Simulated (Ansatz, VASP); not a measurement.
KCl in VASP and in Ansatz

```
K Cl
1.0
     0.00000    3.01408    3.15610
     3.01408    0.00000    3.15610
     3.01408    3.01408    0.00000
K Cl
1 1
Direct
  0.00000 0.00000 0.00000
  0.50000 0.50000 0.50000
```

Change from the starting cell: strain -0.0450 x Voigt [1, 1, 0, 0, 0, 0], atoms carried along.

Alike in both runs: task single point; functional r2SCAN; k mesh 6 × 6 × 6; occupations gaussian, width 0.05 eV; no spin polarisation.

|  | VASP | Ansatz |
| --- | --- | --- |
| version | VASP 6.6.1 | Ansatz 0.2.0 |
| potentials or method | VASP PAW PBE potentials, release 64 (K_sv, Cl), cutoff 520 eV | scalar-relativistic, plane waves, PAW |
| valence electrons in the cell | 16 | 16 |

|  | VASP | Ansatz | Ansatz less VASP |
| --- | --- | --- | --- |
| gap on the k mesh at the Fermi level (eV) | 6.11 | 6.10 | -0.004 |
| least direct gap on the mesh (eV) | 6.11 | 6.10 | -0.004 |
| pressure (GPa) | 2.1 | 2.1 | +0.01 |
| traceless stress, the component that is largest in VASP (GPa) | -1.76 | -1.74 | +0.023 |

VASP's potentials were made for PBE, not for r2SCAN. The functional is the same, so the differences come from potentials, cutoffs and numerics.
